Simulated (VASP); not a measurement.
Here is a VASP 6.6.1 calculation.

Contents of INCAR:

```
  PREC = Accurate
  ENCUT = 520
  EDIFF = 1E-6
  ISMEAR = 0
  SIGMA = 0.05
  LREAL = False
  LASPH = True
  NELM = 100
  ALGO = Normal
  ISIF = 2
  LWAVE = False
  LCHARG = False
  NBANDS = 16
```

File KPOINTS:

```
Automatic mesh
0
Gamma
  12 12 4
```

File POSCAR:

```
BN
1.0
    2.6471923215      0.0000000000      0.0000000000
   -1.3235961607      2.2925357991      0.0000000000
    0.0000000000      0.0000000000      6.4276476758
B N
2 2
Direct
    0.3333333333      0.6666666667      0.2500000000
    0.6666666667      0.3333333333      0.7500000000
    0.3333333333      0.6666666667      0.7500000000
    0.6666666667      0.3333333333      0.2500000000
```

Potentials or basis: VASP PAW LDA potentials, release 64 (B, N).

The run is started by

```sh
$ cat potpaw_LDA.64/B/POTCAR potpaw_LDA.64/N/POTCAR > POTCAR
$ mpirun -np 1 vasp_std > vasp.out
```

Task: Estimate the band gap on the k mesh.

Result: 3.72 eV, indirect (least direct gap 3.98 eV).

Task: Predict the pressure.

Result: -35.7 GPa.

Stress tensor (GPa, compression positive):
```
-53.37   0.00   0.00
  0.00 -53.37   0.00
  0.00   0.00  -0.37
```

 A k mesh can miss the band edges.
